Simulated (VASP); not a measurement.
Input of a VASP 6.6.1 run:

Contents of INCAR:

```
SYSTEM = GaP
ALGO     = Normal         ! electronic algorithm
EDIFF    = 1E-8           ! SCF threshold, eV
ENCUT    = 520            ! plane-wave cutoff, eV
ISIF     = 2              ! what is computed and relaxed
ISMEAR   = -1             ! smearing method
LASPH    = .True.         ! aspherical terms in the spheres
LCHARG   = .False.        ! write CHGCAR
LEFG     = .True.       
LREAL    = .False.        ! projectors in reciprocal space
LWAVE    = .False.        ! write WAVECAR
NBANDS   = 16             ! bands
NELM     = 100            ! most SCF steps
PREC     = Accurate       ! precision mode
SIGMA    = 0.08           ! smearing width, eV
```

File KPOINTS:

```
k-points
0
Gamma
  12 12 12
  0 0 0
```

The input POSCAR:

```
GaP
1.0
    0.0000000000      2.7252500000      2.7252500000
    2.7252500000      0.0000000000      2.7252500000
    2.7252500000      2.7252500000      0.0000000000
Ga P
1 1
Direct
    0.0000000000      0.0000000000      0.0000000000
    0.7500000000      0.7500000000      0.7500000000
```

Potentials or basis: VASP PAW LDA potentials, release 64 (Ga_d, P).

Command:

```bash
$ cat potpaw_LDA.64/Ga_d/POTCAR potpaw_LDA.64/P/POTCAR > POTCAR
$ mpirun -np 1 vasp_std > vasp.out
```

(1) Estimate the band gap on the k mesh.

(2) Estimate the pressure.

Results:

(1) 1.44 eV (least direct gap 1.64 eV).

(2) -2.6 GPa.
